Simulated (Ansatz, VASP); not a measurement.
**KC in VASP and in Ansatz**

```
CELL_PARAMETERS angstrom
0.00000 2.83049 2.83049
2.83049 0.00000 2.83049
2.83049 2.83049 0.00000
ATOMIC_POSITIONS crystal
K 0.00000 0.00000 0.00000
C 0.25000 0.25000 0.25000
```

Change from the starting cell: species swapped into the BeS type (F-43m, No. 216).

Alike in both runs: task single point; functional PBE; k mesh 6 × 6 × 6; occupations gaussian, width 0.1 eV; no spin polarisation.

|  | VASP | Ansatz |
| --- | --- | --- |
| version | VASP 6.6.1 | Ansatz 0.2.0 |
| potentials or method | VASP PAW PBE potentials, release 64 (K_sv, C), cutoff 600 eV | scalar-relativistic, plane waves, PAW |
| valence electrons in the cell | 13 | 13 |

Ansatz gave:

```
gap on the k mesh at the Fermi level (eV) : none
pressure (GPa)                            : 11.9
```

Which values does VASP return?

gap on the k mesh at the Fermi level (eV): none; pressure (GPa): 12.2.

A gap of «none» marks a metal or a gap that the smearing closes. With one functional, cell and mesh, what is left measures potentials, basis and numerics.
